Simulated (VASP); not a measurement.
A run of VASP 6.6.1:

INCAR

```
SYSTEM = TiC
PREC = Accurate
ENCUT = 520
EDIFF = 1E-6
ISMEAR = 0
SIGMA = 0.1
LREAL = .False.
LASPH = .True.
NELM = 60
ALGO = Normal
ISIF = 2
LWAVE = .False.
LCHARG = .False.
GGA = PE
NBANDS = 15
```

File KPOINTS:

```
Automatic mesh
0
Gamma
  24 24 20
  0 0 0
```

The input POSCAR:

```
TiC
1.0
    3.0420861440      0.0000000000      0.0000000000
   -1.5210430720      2.6345238812      0.0000000000
    0.0000000000      0.0000000000      2.6979644044
Ti C
1 1
Direct
    0.0000000000      0.0000000000      0.0000000000
    0.6666666667      0.3333333333      0.5000000000
```

Potentials or basis: VASP PAW PBE potentials, release 64 (Ti_sv, C).

The run is started by

```sh
$ cat potpaw_PBE.64/Ti_sv/POTCAR potpaw_PBE.64/C/POTCAR > POTCAR
$ mpirun -np 1 vasp_std > vasp.out
```

Hardware: 1 thread of Intel(R) Xeon(R) 6975P-C (Granite Rapids) (shared host).

Question: How long does it take, and how much memory?

Answer: It took 56 s on 1 thread of Intel(R) Xeon(R) 6975P-C (Granite Rapids) (shared host), peak memory 0.32 GiB. Counts: scf iterations 14, k points 671.
